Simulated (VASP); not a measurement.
# Cs (Im-3m) in VASP: further runs, part 2 of 2

VASP 6.6.1. Earlier steps stand in the parts before.

### Step 4. Single point, pbesol exchange, pbe correlation (129.83 Å³/atom)

This run uses another cell than the first one, of 129.83 Å³/atom.

File INCAR:

```
PREC = Accurate ; ENCUT = 500
EDIFF = 1E-6 ; ISMEAR = -5
SIGMA = 0.05 ; LREAL = F
LASPH = T ; NELM = 120
ALGO = Normal ; ISIF = 2
LWAVE = F ; LCHARG = F
GGA = LIBXC ; LIBXC1 = GGA_X_PBE_SOL
LIBXC2 = GGA_C_PBE ; NBANDS = 10
GGA_COMPAT = F
```

File KPOINTS:

```
Automatic mesh
0
Gamma
  6 6 6
```

File POSCAR:

```
Cs
1.0
   -3.1898230911      3.1898230911      3.1898230911
    3.1898230911     -3.1898230911      3.1898230911
    3.1898230911      3.1898230911     -3.1898230911
Cs
1
Direct
    0.0000000000      0.0000000000      0.0000000000
```

Potentials or basis: VASP PAW PBE potentials, release 64 (Cs_sv).

Started as:

```console
$ cat potpaw_PBE.64/Cs_sv/POTCAR > POTCAR
$ mpirun -np 1 vasp_std > vasp.out
```

OUTCAR:

```text
PREC = Accurate
   ENCUT = 500
   EDIFF = 1E-6
   ISMEAR = -5
   LREAL = F
   LASPH = T
   NELM = 120
   ISIF = 2
   GGA = LIBXC

 ion  position               nearest neighbor table
   1  0.000  0.000  0.000-

  LATTYP: Found a body centered cubic cell.
 ALAT       =     6.3796461822

  Lattice vectors:

 A1 = (  -3.1898230911,   3.1898230911,   3.1898230911)
 A2 = (   3.1898230911,  -3.1898230911,   3.1898230911)
 A3 = (   3.1898230911,   3.1898230911,  -3.1898230911)

Analysis of symmetry for initial positions (statically):
=====================================================================
 Subroutine PRICEL returns:
 Original cell was already a primitive cell.

 Routine SETGRP: Setting up the symmetry group for a
 body centered cubic supercell.

 Subroutine GETGRP returns: Found 48 space group operations
 (whereof 48 operations were pure point group operations)
 out of a pool of 48 trial point group operations.

The static configuration has the point symmetry O_h .

Analysis of symmetry for dynamics (positions and initial velocities):
[... 156 lines left out ...]

 k-point     1 :       0.0000    0.0000    0.0000
  band No.  band energies     occupation
      1     -23.7284      2.00000
      2     -10.4758      2.00000
      3     -10.4758      2.00000
      4     -10.4758      2.00000
      5      -1.4138      2.00000
      6       2.6313      0.00000
      7       2.6313      0.00000
      8       2.6313      0.00000
      9       3.4102      0.00000
     10       3.4102      0.00000
[... 183 lines left out ...]
 k-point    16 :       0.5000    0.5000    0.5000
  band No.  band energies     occupation
      1     -23.7218      2.00000
      2     -10.5408      2.00000
      3     -10.5408      2.00000
      4     -10.5408      2.00000
      5       0.8936      0.00000
      6       0.8936      0.00000
      7       2.8451      0.00000
      8       2.8451      0.00000
      9       2.8451      0.00000
     10       4.1281      0.00000

------------------------ aborting loop because EDIFF is reached ----------------------------------------

  FORCE on cell =-STRESS in cart. coord.  units (eV):
  Direction    XX          YY          ZZ          XY          YZ          ZX
  --------------------------------------------------------------------------------------
  -------------------------------------------------------------------------------------
  Total       -0.1895907     -0.1895907     -0.1895907     -0.0000000     -0.0000000     -0.0000000
  in kB       -2.3397413     -2.3397413     -2.3397413     -0.0000000     -0.0000000     -0.0000000
  external PRESSURE =      -2.3397413 kB  Pullay stress =       0.0000000 kB

 VOLUME and BASIS-vectors are now :
 -----------------------------------------------------------------------------
  energy-cutoff  :      500.00
  volume of cell :      129.83
      direct lattice vectors                 reciprocal lattice vectors
    -3.189823091  3.189823091  3.189823091     0.000000000  0.156748505  0.156748505
     3.189823091 -3.189823091  3.189823091     0.156748505  0.000000000  0.156748505
     3.189823091  3.189823091 -3.189823091     0.156748505  0.156748505  0.000000000

 POSITION                                       TOTAL-FORCE (eV/Angst)
 -----------------------------------------------------------------------------------
      0.00000      0.00000      0.00000         0.000000      0.000000     -0.000000
 -----------------------------------------------------------------------------------
    total drift:                               -0.000000      0.000000     -0.000000

  FREE ENERGIE OF THE ION-ELECTRON SYSTEM (eV)
  ---------------------------------------------------
  free  energy   TOTEN  =        -0.9545205002 eV

  energy  without entropy=       -0.9545205002  energy(sigma->0) =       -0.95452050
```

stdout:

```text
POSCAR found type information on POSCAR Cs
 POSCAR found :  1 types and       1 ions
 scaLAPACK will be used
 -----------------------------------------------------------------------------
|                                                                             |
[... 23 lines left out ...]
|     occupations, so forces and stress will be inaccurate. We suggest        |
|     using a different smearing scheme ISMEAR = 1 or 2 for metals in         |
|     relaxations.                                                            |
|                                                                             |
 -----------------------------------------------------------------------------
```

It took 16 s on 1 thread of Intel Xeon Platinum 8259CL at 2.50GHz (Skylake/Cascade Lake), shared host; peak memory 0.23 GiB.

Results:

```
Free energy            : -0.9545 eV
Pressure               : -0.2 GPa
Band gap on the k mesh : zero (an odd number of electrons rules out a gap without spin polarisation)
```

Caveat: the PAW data sets were made with another functional, which shifts forces and pressure a little; spin-orbit coupling is left out, which moves the levels of the heavy elements; tetrahedron occupations give inexact forces and stress in metals.

### Step 5. Summary

| cell | gap on the mesh (eV) | pressure (GPa) |
| --- | --- | --- |
| a = 5.455 Å, angles 109.5°, 1 atom | none | -0.2 |
| a = 5.490 Å, angles 109.5°, 1 atom | none | -0.2 |
| a = 5.525 Å, angles 109.5°, 1 atom | none | -0.2 |

Alike in all rows: task single point; level pbesol exchange, pbe correlation; potentials or basis VASP PAW PBE potentials, release 64 (Cs_sv); no spin polarisation; k mesh 6 × 6 × 6; cutoff (eV) 500; smearing tetrahedron.

Caveats: the PAW data sets were made with another functional, which shifts forces and pressure a little; spin-orbit coupling is left out, which moves the levels of the heavy elements; tetrahedron occupations give inexact forces and stress in metals.

Total energies depend on the potentials used, so only differences within one code and one set of settings carry meaning.
